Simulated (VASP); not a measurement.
**Bi2Te3: single point with PBEsol**

Crystal: Bi2Te3.

```
Bi Te
1.0
     2.10280    1.21405   10.10777
    -2.10280    1.21405   10.10777
     0.00000   -2.42811   10.10777
Bi Te
2 3
Cartesian
  0.0000 0.0000 12.1240
  0.0000 0.0000 18.1993
  0.0000 0.0000 0.0000
  0.0000 0.0000 6.3681
  0.0000 0.0000 23.9552
```

This cell differs from its parent crystal: strain -0.040 along x and y, +0.000 along z.

```json
{
  "Program": "VASP 6.6.1",
  "Task": "single point",
  "Functional": "PBEsol",
  "Potentials or basis": "VASP PAW PBE potentials, release 64 (Bi_d, Te)",
  "Cutoff": "520 eV",
  "k mesh": "12 × 12 × 12",
  "Occupations": "gaussian, width 0.03 eV",
  "Spin": "no spin polarisation",
  "Dipole correction": "no",
  "Further INCAR settings": "ALGO = Normal; EDIFF = 1e-07; NBANDS = 32"
}
```

```yaml
Pressure: 5.1 GPa
Largest_force: 0.516 eV/Å
Band_gap_on_the_k_mesh: 0.29 eV
```

Forces in eV/Å, atoms in the order of the input:
```
Bi   0.000  0.000 -0.255
Bi   0.000  0.000  0.255
Te   0.000  0.000  0.000
Te   0.000  0.000 -0.516
Te   0.000  0.000  0.516
```

Stress tensor (GPa, compression positive):
```
5.46 0.00 0.00
0.00 5.46 0.00
0.00 0.00 4.40
```

Levels at points of the mesh, in eV from the valence-band top:
| k point | band 20 | band 21 | band 22 | band 23 | band 24 | band 25 | band 26 | band 27 | band 28 | band 29 |
| --- | --- | --- | --- | --- | --- | --- | --- | --- | --- | --- |
| (0.00, 0.00, 0.00) | -1.93 | -1.93 | -1.05 | -1.05 | 0.00 | 0.29 | 0.54 | 0.54 | 1.88 | 2.04 |
| (0.50, 0.00, 0.00) | -3.64 | -3.35 | -3.00 | -1.22 | -0.73 | 0.36 | 0.88 | 2.42 | 2.49 | 2.74 |
| (0.50, 0.50, 0.00) | -2.81 | -2.35 | -2.21 | -1.86 | -1.46 | 0.37 | 1.21 | 1.95 | 2.61 | 2.69 |
| (0.50, 0.50, 0.50) | -1.65 | -1.62 | -1.33 | -1.33 | -0.49 | 0.75 | 1.03 | 1.03 | 1.57 | 1.57 |

Wall time 2.3 h on 1 thread of Oxide Virtual Turin-like Processor, with other jobs on the host, peak memory 1.4 GiB.

Caveat: the cell differs from its parent crystal (strain -0.040 along x and y, +0.000 along z); the cell stands under pressure; the PAW data sets were made with another functional, which shifts forces and pressure a little; spin-orbit coupling is left out, which moves the levels of the heavy elements. A k mesh can miss the band edges.
